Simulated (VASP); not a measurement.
Runs of VASP 6.6.1 on HgTe. The structure is that of space group F-43m (No. 216), or close to it. The cells are those of the table. 

```tsv
task	cell	k mesh	cutoff (eV)	smearing	gap on the mesh (eV)	pressure (GPa)
relaxation of cell and atoms	relaxed to 40 GPa from a = 4.604 Å, angles 60.0°, 2 atoms	12 × 12 × 12	600	fermi-dirac 0.15 eV	0.10	40.0
single point	a = 4.605 Å, angles 60.0°, 2 atoms	10 × 10 × 10	520	gaussian 0.15 eV	none	0.1
single point	a = 4.578 Å, angles 60.0°, 2 atoms	12 × 12 × 12	520	gaussian 0.1 eV	none	(a)
relaxation of cell and atoms	relaxed from a = 4.559 Å, angles 60.0°, 2 atoms	12 × 12 × 12	600	gaussian 0.1 eV	none	0.0
single point	a = 4.070 Å, angles 60.0°, 2 atoms	12 × 12 × 12	520	fermi-dirac 0.15 eV	0.11	40.6
single point	a = 4.728 Å, angles 60.0°, 2 atoms	12 × 12 × 12	520	gaussian 0.1 eV	none	(b)
```

Alike in all rows: level PBEsol; potentials or basis VASP PAW PBE potentials, release 64 (Hg, Te); no spin polarisation.

Task: Fill in the values left out.

Result: (a) 0.8; (b) -2.7.

Caveats: the PAW data sets were made with another functional, which shifts forces and pressure a little; spin-orbit coupling is left out, which moves the levels of the heavy elements; semilocal functionals underestimate gaps, and a narrow one can read as zero (at least some runs); the smearing spreads over this small gap (at least some runs); the cell is relaxed towards a set pressure, so the run minimises the enthalpy, not the energy (at least some runs); the cell stands under pressure (at least some runs).

A k mesh can miss the band edges, and the runs leave out spin-orbit coupling on Hg, Te.

A gap of «none» marks levels without a gap at the run's occupations.
